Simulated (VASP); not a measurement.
## Tc: single point with RPBE

The system is Tc.

```
Tc
1.0
     2.74000    0.00000    0.00000
    -1.37000    2.37291    0.00000
     0.00000    0.00000    4.39800
Tc
2
Direct
  0.66667 0.33333 0.75000
  0.33333 0.66667 0.25000
```

```yaml
Program: VASP 6.6.1
Task: single point
Functional: RPBE
Potentials_or_basis: VASP PAW PBE potentials, release 64 (Tc_pv)
Cutoff: 520 eV
k_mesh: 6 × 6 × 4
Occupations: fermi-dirac, width 0.05 eV
Spin: no spin polarisation
```

The pressure is 6.9 GPa and the band gap on the k mesh is zero (band 13 reaches 14.41 eV, above the bottom of band 14 at 11.05 eV).

Stress tensor (GPa, compression positive):
```
7.35 0.00 0.00
0.00 7.35 0.00
0.00 0.00 6.13
```

Levels at points of the mesh, in eV from the Fermi level:
```tsv
k point	band 11	band 12	band 13	band 14	band 15	band 16
(0.00, 0.00, 0.00)	-1.46	-0.80	-0.80	-0.09	-0.09	1.71
(0.50, 0.00, 0.00)	-1.11	-0.89	-0.47	2.96	3.34	3.38
(0.00, 0.00, 0.50)	-1.64	-1.64	-1.64	-1.64	1.89	1.89
(0.50, 0.00, 0.50)	0.17	0.17	1.46	1.46	3.21	3.21
```

It took 7 s on 1 thread of Intel(R) Xeon(R) 6975P-C (Granite Rapids), on a shared host, peak memory 0.14 GiB.

Caveat: the k points lie up to 0.44 Å⁻¹ apart; the PAW data sets were made with another functional, which shifts forces and pressure a little.
